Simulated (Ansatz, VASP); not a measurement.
**Sb in VASP and in Ansatz**

```
Sb
1.0
    -1.48466    1.48466    2.44648
     1.48466   -1.48466    2.44648
     1.48466    1.48466   -2.44648
Sb
1
Cartesian
  0.0000 0.0000 0.0000
```

Change from the starting cell: functional lda, volume scaled by 0.96, PAW files.

Alike in both runs: task electric field gradients; functional LDA; k mesh 19 × 19 × 19; occupations fermi-dirac, width 0.05 eV; no spin polarisation.

|  | VASP | Ansatz |
| --- | --- | --- |
| version | VASP 6.6.1 | Ansatz 0.2.0 |
| potentials or method | VASP PAW LDA potentials, release 64 (Sb) | PAW with Ansatz's default frozen-core files, scalar-relativistic |
| plane-wave cutoff (eV) | 520 | 420 |
| valence electrons in the cell | 5 | 15 |

|  | VASP | Ansatz | Ansatz less VASP |
| --- | --- | --- | --- |
| pressure (GPa) | 19.6 | 19.0 | -0.60 |
| traceless stress, the component that is largest in VASP (GPa) | -1.69 | -1.55 | +0.135 |
| size of Vzz on the site where it differs most (V/Å²) | 38.1 | 36.3 | -1.79 |

LDA's correlation is that of Perdew and Zunger in VASP and of Perdew and Wang (1992) in Ansatz. VASP's potentials hold 5 valence electrons a cell and Ansatz's 15, so a difference there can come from the potentials and not from the codes.

Spin-orbit coupling is off throughout.
